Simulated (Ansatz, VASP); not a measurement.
## Pt: VASP beside Ansatz

```
Pt
1.0
     0.00000    1.98506    1.98506
     1.98506    0.00000    1.98506
     1.98506    1.98506    0.00000
Pt
1
Cartesian
  0.0000 0.0000 0.0000
```

Alike in both runs: functional PBE; k mesh 18 × 18 × 18; occupations gaussian, width 0.1 eV; no spin polarisation.

Ansatz relaxed the structure, and its values are those at the end. VASP's run is a single point on that final structure, the one shown.

|  | VASP | Ansatz |
| --- | --- | --- |
| version | VASP 6.6.1 | Ansatz 0.2.0 |
| potentials or method | VASP PAW PBE potentials, release 64 (Pt), cutoff 520 eV | scalar-relativistic, plane waves, PAW |
| valence electrons in the cell | 10 | 18 |

|  | VASP | Ansatz | Ansatz less VASP |
| --- | --- | --- | --- |
| gap on the k mesh at the Fermi level (eV) | none | none | - |
| pressure (GPa) | -0.5 | 0.0 | +0.48 |

A gap of «none» marks a metal or a gap that the smearing closes. The functional is the same, so the differences come from potentials, cutoffs and numerics. VASP's potentials hold 10 valence electrons a cell and Ansatz's 18, so a difference there can come from the potentials and not from the codes.

Spin-orbit coupling is off throughout.
